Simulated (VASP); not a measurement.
A run of VASP 6.6.1:

INCAR

```
PREC = Accurate
ENCUT = 520
EDIFF = 1E-6
ISMEAR = -5
SIGMA = 0.05
LREAL = F
LASPH = T
NELM = 150
ALGO = Normal
ISIF = 2
LWAVE = F
LCHARG = F
ISPIN = 2
MAGMOM = 0.5 0
LORBIT = 11
GGA = RE
IVDW = 12
NBANDS = 20
```

The input KPOINTS:

```
Automatic mesh
0
Gamma
  7 7 7
```

The input POSCAR:

```
CdTe
1.0
    0.0000000000      3.2050000000      3.2050000000
    3.2050000000      0.0000000000      3.2050000000
    3.2050000000      3.2050000000      0.0000000000
Te Cd
1 1
Direct
    0.7500000000      0.7500000000      0.7500000000
    0.0000000000      0.0000000000      0.0000000000
```

Potentials or basis: VASP PAW PBE potentials, release 64 (Te, Cd).

Run with:

```console
$ cat potpaw_PBE.64/Te/POTCAR potpaw_PBE.64/Cd/POTCAR > POTCAR
$ mpirun -np 1 vasp_std > vasp.out
```

Hardware: 1 thread of Intel(R) Xeon(R) Platinum 8488C (Sapphire Rapids), on a shared host.

How long does it take, and how much memory?

It took 53 s on 1 thread of Intel(R) Xeon(R) Platinum 8488C (Sapphire Rapids), with other jobs on the host, peak memory 0.27 GiB. Counts: scf iterations 16, k points 20.
